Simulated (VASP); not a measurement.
# Ce (Fm-3m) in VASP: further runs

The runs below take Ce through single point, with r2SCAN.

All numbers are computed with VASP 6.6.1; they aren't measurements. Logs are shortened: lines on timing, memory, paths and dates and some standing lists are left out, and cuts for length are marked.

## 1. The cell of the first run

Symmetry: Fm-3m, No. 225, cubic system. The conventional cell has a = 4.678 Å, b = 4.678 Å, c = 4.678 Å, α = 90.00°, β = 90.00°, γ = 90.00°. Within 4.4 Å of Ce (site symmetry m-3m) lie 12 Ce at 3.31 Å.

## 2. Single point, r2SCAN

File POSCAR:

```
Ce
1.0
    0.0000000000      2.3390384114      2.3390384114
    2.3390384114      0.0000000000      2.3390384114
    2.3390384114      2.3390384114      0.0000000000
Ce
1
Direct
    0.0000000000      0.0000000000      0.0000000000
```

File INCAR.step1:

```
SYSTEM = Ce
PREC = Accurate ; ENCUT = 520
ISMEAR = -1 ; SIGMA = 0.1
LREAL = .FALSE. ; LASPH = .TRUE.
NELM = 100 ; NBANDS = 12
GGA = PE ; ALGO = Normal
EDIFF = 1E-4 ; LWAVE = .TRUE.
LCHARG = .FALSE.
```

File INCAR.step2:

```
SYSTEM = Ce
PREC = Accurate ; ENCUT = 520
EDIFF = 1E-6 ; ISMEAR = -1
SIGMA = 0.1 ; LREAL = .FALSE.
LASPH = .TRUE. ; NELM = 100
ALGO = Normal ; ISIF = 2
LWAVE = .FALSE. ; LCHARG = .FALSE.
METAGGA = R2SCAN ; LMIXTAU = .TRUE.
NBANDS = 12 ; ISTART = 1
```

File KPOINTS:

```
Automatic mesh
0
G
  7 7 7
  0 0 0
```

Potentials or basis: VASP PAW PBE potentials, release 64 (Ce).

On the command line:

```
$ cat potpaw_PBE.64/Ce/POTCAR > POTCAR
$ cp INCAR.step1 INCAR
$ mpirun -np 1 vasp_std > vasp.out
$ cp INCAR.step2 INCAR
$ mpirun -np 1 vasp_std > vasp.out
```

OUTCAR:

```text
SYSTEM = Ce
   PREC = Accurate
   ENCUT = 520
   EDIFF = 1E-6
   ISMEAR = -1
   LREAL = .FALSE.
   LASPH = .TRUE.
   NELM = 100
   ISIF = 2
   METAGGA = R2SCAN
   ISTART = 1

 ion  position               nearest neighbor table
   1  0.000  0.000  0.000-

  LATTYP: Found a face centered cubic cell.
 ALAT       =     4.6780768228

  Lattice vectors:

 A1 = (   0.0000000000,   2.3390384114,   2.3390384114)
 A2 = (   2.3390384114,   0.0000000000,   2.3390384114)
 A3 = (   2.3390384114,   2.3390384114,   0.0000000000)

Analysis of symmetry for initial positions (statically):
=====================================================================
 Subroutine PRICEL returns:
 Original cell was already a primitive cell.

 Routine SETGRP: Setting up the symmetry group for a
 face centered cubic supercell.

 Subroutine GETGRP returns: Found 48 space group operations
 (whereof 48 operations were pure point group operations)
 out of a pool of 48 trial point group operations.

The static configuration has the point symmetry O_h .

Analysis of symmetry for dynamics (positions and initial velocities):
=====================================================================
 Subroutine PRICEL returns:
 Original cell was already a primitive cell.

 Routine SETGRP: Setting up the symmetry group for a
 face centered cubic supercell.

 Subroutine GETGRP returns: Found 48 space group operations
 (whereof 48 operations were pure point group operations)
 out of a pool of 48 trial point group operations.

The dynamic configuration has the point symmetry O_h .

 Subroutine INISYM returns: Found 48 space group operations
 (whereof 48 operations are pure point group operations),
 and found     1 'primitive' translations

----------------------------------------------------------------------------------------

                                     Primitive cell

  volume of cell :      25.5942

  direct lattice vectors                    reciprocal lattice vectors
     0.000000000  2.339038411  2.339038411    -0.213763056  0.213763056  0.213763056
     2.339038411  0.000000000  2.339038411     0.213763056 -0.213763056  0.213763056
     2.339038411  2.339038411  0.000000000     0.213763056  0.213763056 -0.213763056

  length of vectors
     3.307899844  3.307899844  3.307899844     0.370248475  0.370248475  0.370248475

  position of ions in fractional coordinates (direct lattice)
     0.000000000  0.000000000  0.000000000

  ion indices of the primitive-cell ions
   primitive index   ion index
                 1           1

----------------------------------------------------------------------------------------

 KPOINTS: Automatic mesh

Automatic generation of k-mesh.
 Grid dimensions read from file:
 generate k-points for:    7    7    7

 Generating k-lattice:

  Cartesian coordinates                     Fractional coordinates (reciprocal lattice)
    -0.030537579  0.030537579  0.030537579     0.142857143  0.000000000  0.000000000
     0.030537579 -0.030537579  0.030537579     0.000000000  0.142857143  0.000000000
     0.030537579  0.030537579 -0.030537579     0.000000000  0.000000000  0.142857143

  Length of vectors
     0.052892639  0.052892639  0.052892639

  Shift w.r.t. Gamma in fractional coordinates (k-lattice)
     0.000000000  0.000000000  0.000000000

 Subroutine IBZKPT returns following result:
 ===========================================

 Found     20 irreducible k-points:

 Following reciprocal coordinates:
            Coordinates               Weight
  0.000000  0.000000  0.000000      1.000000
  0.142857  0.000000  0.000000      8.000000
  0.285714  0.000000  0.000000      8.000000
  0.428571  0.000000  0.000000      8.000000
  0.142857  0.142857  0.000000      6.000000
  0.285714  0.142857  0.000000     24.000000
[... 12 lines left out ...]
 -0.428571  0.428571  0.142857     24.000000
 -0.285714  0.428571  0.142857     24.000000
   k-points           NKPTS =     20   k-points in BZ     NKDIM =     20   number of bands    NBANDS=     12
   number of dos      NEDOS =    301   number of ions     NIONS =      1
   total plane-waves  NPLWV =  21952
   dimension x,y,z NGX =    28 NGY =   28 NGZ =   28
   dimension x,y,z NGXF=    56 NGYF=   56 NGZF=   56
   ions per type =               1
   NGX,Y,Z   is equivalent  to a cutoff of  14.07, 14.07, 14.07 a.u.
   NGXF,Y,Z  is equivalent  to a cutoff of  28.14, 28.14, 28.14 a.u.
 SYSTEM =  Ce
   PREC   = accura    normal or accurate (medium, high low for compatibility)
   ISTART =      1    job   : 0-new  1-cont  2-samecut
   ICHARG =      0    charge: 1-file 2-atom 10-const
   ISPIN  =      1    spin polarized calculation?
   LNONCOLLINEAR =      F non collinear calculations
   LSORBIT =      F    spin-orbit coupling
   LASPH  =      T    aspherical Exc in radial PAW
   ENCUT  =  520.0 eV  38.22 Ry    6.18 a.u.   6.15  6.15  6.15*2*pi/ulx,y,z
   NELM   =    100;   NELMIN=  2; NELMDL=  0     # of ELM steps
   EDIFF  = 0.1E-05   stopping-criterion for ELM
   LREAL  =      F    real-space projection
   EDIFFG = 0.1E-04   stopping-criterion for IOM
   NSW    =      0    number of steps for IOM
   IBRION =     -1    ionic relax: 0-MD 1-quasi-New 2-CG
   NFREE  =      0    steps in history (QN), initial steepest desc. (CG)
   ISIF   =      2    stress and relaxation
   ISYM   =      2    0-nonsym 1-usesym 2-fastsym
   POTIM  = 0.5000    time-step for ionic-motion
   TEBEG  =    0.0;   TEEND  =   0.0 temperature during run
   PSTRESS=    0.0 pullay stress
   NELECT =      12.0000    total number of electrons
   NUPDOWN=      -1.0000    fix difference up-down
   EMIN   =  10.00;   EMAX   =-10.00  energy-range for DOS
   EFERMI =   0.00;   METHOD = LEGACY
   ISMEAR =    -1;   SIGMA  =   0.10  broadening in eV -4-tet -1-fermi 0-gaus
   EFERMI_NEDOS =   21; number of points for ismear=-14 and -15
   IALGO  =     38    algorithm
   IMIX   =      4    mixing-type and parameters
     AMIX     =   0.40;   BMIX     =  1.00
     AMIX_MAG =   1.60;   BMIX_MAG =  1.00
  volume/ion in A,a.u.               =      25.59       172.72
  Fermi-wavevector in a.u.,A,eV,Ry     =   1.271807  2.403367 22.007331  1.617493
  Thomas-Fermi vector in A             =   2.404720
   LORBIT       =      0    0 simple, 1 ext, 2 COOP (PROOUT), +10 PAW based schemes
   METAGGA = R2SCAN    functional components
   LHFCALC =     F    Hartree Fock is set to
   AEXX    =    0.0000 exact exchange contribution
   IVDW    =     0    specifies the selected vdW correction
   LEPSILON=     F    determine dielectric tensor
   LRPA    =     F    only Hartree local field effects (RPA)
 non-spin polarized calculation
  energy-cutoff  :      520.00
  volume of cell :       25.59
 maximum number of plane-waves:       701
 NGX is ok and might be reduce to    28
   NGX = 13   NGY = 13   NGZ = 13

 number of electron      12.0000000 magnetization

 Free energy of the ion-electron system (eV)
  ---------------------------------------------------
  ext. energy  EPLUGINS =         0.00000000
  ---------------------------------------------------
  free energy    TOTEN  =       -30.86614847 eV

  energy without entropy =      -30.79328808  energy(sigma->0) =      -30.82971827

 E-fermi :   9.9828     XC(G=0): -12.3123

 val. band max:        9.9030816429   @ k =  -0.2857   0.4286   0.1429
 cond. band min:      10.0206400197   @ k =   0.2857   0.0000   0.0000
 fundamental gap:      0.1175583767
 Fermi energy:         9.9828375056

 k-point     1 :       0.0000    0.0000    0.0000
  band No.  band energies     occupation
      1     -26.2309      2.00000
      2      -6.7268      2.00000
      3      -6.7268      2.00000
      4      -6.7268      2.00000
      5       7.1309      2.00000
      6       9.6144      1.95101
      7      10.3966      0.03143
      8      10.3966      0.03142
      9      10.3966      0.03142
     10      11.3664      0.00000
     11      11.3664      0.00000
     12      11.3664      0.00000

 k-point     2 :       0.1429    0.0000    0.0000
  band No.  band energies     occupation
      1     -26.1187      2.00000
      2      -7.4342      2.00000
      3      -6.8050      2.00000
      4      -6.8050      2.00000
      5       7.9653      2.00000
      6       9.4394      1.99131
      7      10.3017      0.07919
      8      10.4327      0.02199
      9      10.4328      0.02199
     10      10.9846      0.00009
     11      10.9846      0.00009
     12      11.3711      0.00000

 k-point     3 :       0.2857    0.0000    0.0000
  band No.  band energies     occupation
      1     -25.8538      2.00000
      2      -8.8215      2.00000
      3      -6.9746      2.00000
      4      -6.9745      2.00000
      5       8.1352      2.00000
      6      10.0206      0.81321
      7      10.3400      0.05471
      8      10.5454      0.00718
      9      10.5454      0.00718
     10      10.7820      0.00068
     11      10.7820      0.00068
     12      11.3819      0.00000
[... 226 lines left out ...]
 k-point    19 :      -0.4286    0.4286    0.1429
  band No.  band energies     occupation
      1     -25.4158      2.00000
      2      -9.3647      2.00000
      3      -8.2170      2.00000
      4      -7.8444      2.00000
      5       7.8425      2.00000
      6       8.5710      2.00000
      7      10.4790      0.01391
      8      10.6639      0.00220
      9      10.7990      0.00057
     10      10.8080      0.00052
     11      10.9329      0.00015
     12      11.0300      0.00006

 k-point    20 :      -0.2857    0.4286    0.1429
  band No.  band energies     occupation
      1     -25.3948      2.00000
      2      -9.0026      2.00000
      3      -8.8311      2.00000
      4      -7.7937      2.00000
      5       8.3059      2.00000
      6       9.9031      1.37890
      7      10.2916      0.08721
      8      10.4101      0.02751
      9      10.7422      0.00101
     10      10.8485      0.00035
     11      10.9204      0.00017
     12      11.1209      0.00002

------------------------ aborting loop because EDIFF is reached ----------------------------------------

  FORCE on cell =-STRESS in cart. coord.  units (eV):
  Direction    XX          YY          ZZ          XY          YZ          ZX
  --------------------------------------------------------------------------------------
  -------------------------------------------------------------------------------------
  Total       -0.0190543     -0.0190543     -0.0190543     -0.0000000      0.0000000      0.0000000
  in kB       -1.1927841     -1.1927841     -1.1927841     -0.0000000      0.0000000      0.0000000
  external PRESSURE =      -1.1927841 kB  Pullay stress =       0.0000000 kB

 VOLUME and BASIS-vectors are now :
 -----------------------------------------------------------------------------
  energy-cutoff  :      520.00
  volume of cell :       25.59
      direct lattice vectors                 reciprocal lattice vectors
     0.000000000  2.339038411  2.339038411    -0.213763056  0.213763056  0.213763056
     2.339038411  0.000000000  2.339038411     0.213763056 -0.213763056  0.213763056
     2.339038411  2.339038411  0.000000000     0.213763056  0.213763056 -0.213763056

 POSITION                                       TOTAL-FORCE (eV/Angst)
 -----------------------------------------------------------------------------------
      0.00000      0.00000      0.00000         0.000000     -0.000000      0.000000
 -----------------------------------------------------------------------------------
    total drift:                                0.000000     -0.000000     -0.000000

  FREE ENERGIE OF THE ION-ELECTRON SYSTEM (eV)
  ---------------------------------------------------
  free  energy   TOTEN  =       -30.8661484695 eV

  energy  without entropy=      -30.7932880753  energy(sigma->0) =      -30.82971827
```

Run time: 54 s. Hardware: 1 thread of Intel Xeon Platinum 8259CL at 2.50GHz (Skylake/Cascade Lake), shared host; peak memory 0.17 GiB.

Results:

| Quantity | Value |
| --- | --- |
| Free energy | -30.8661 eV |
| Pressure | -0.1 GPa |
| Band gap on the k mesh | zero (band 6 reaches 10.06 eV, above the bottom of band 7 at 10.04 eV) |

Caveat: the PAW data sets were made with another functional, which shifts forces and pressure a little; spin-orbit coupling is left out, which moves the levels of the heavy elements. Spin polarisation is off, so any magnetic state and its effect on volume and gap are missing.

## 3. Single point, r2SCAN

POSCAR is that of step 2.

File INCAR.step1:

```
ALGO     = Normal         # electronic algorithm
EDIFF    = 1E-4           # SCF threshold, eV
ENCUT    = 520            # plane-wave cutoff, eV
GGA      = PE             # functional
ISMEAR   = -1             # smearing method
LASPH    = T              # aspherical terms in the spheres
LCHARG   = F              # write CHGCAR
LREAL    = F              # projectors in reciprocal space
LWAVE    = T              # write WAVECAR
NBANDS   = 12             # bands
NELM     = 60             # most SCF steps
PREC     = Accurate       # precision mode
SIGMA    = 0.1            # smearing width, eV
```

File INCAR.step2:

```
ALGO     = Normal         # electronic algorithm
EDIFF    = 1E-6           # SCF threshold, eV
ENCUT    = 520            # plane-wave cutoff, eV
ISIF     = 2              # what is computed and relaxed
ISMEAR   = -1             # smearing method
ISTART   = 1            
LASPH    = T              # aspherical terms in the spheres
LCHARG   = T              # write CHGCAR
LELF     = T              # ELF
LMIXTAU  = T            
LREAL    = F              # projectors in reciprocal space
LVHAR    = T            
LWAVE    = F              # write WAVECAR
METAGGA  = R2SCAN         # meta-GGA
NBANDS   = 12             # bands
NELM     = 60             # most SCF steps
PREC     = Accurate       # precision mode
SIGMA    = 0.1            # smearing width, eV
```

File KPOINTS:

```
k-points
0
Gamma
  9 9 9
```

Potentials or basis: VASP PAW PBE potentials, release 64 (Ce).

On the command line:

```
$ cat potpaw_PBE.64/Ce/POTCAR > POTCAR
$ cp INCAR.step1 INCAR
$ mpirun -np 1 vasp_std > vasp.out
$ cp INCAR.step2 INCAR
$ mpirun -np 1 vasp_std > vasp.out
```

It took 73 s on 1 thread of Intel Xeon Platinum 8259CL at 2.50GHz (Skylake/Cascade Lake), shared host; peak memory 0.18 GiB.

It converged, with:

```
Free energy            : -30.8590 eV
Pressure               : -0.5 GPa
Band gap on the k mesh : zero (band 6 reaches 10.41 eV, above the bottom of band 7 at 9.99 eV)
```

Levels at points of the mesh, in eV from the Fermi level:
```tsv
k point	band 4	band 5	band 6	band 7	band 8	band 9
(0.00, 0.00, 0.00)	-16.69	-2.84	-0.34	0.45	0.45	0.45
```

Caveat: the PAW data sets were made with another functional, which shifts forces and pressure a little; spin-orbit coupling is left out, which moves the levels of the heavy elements.
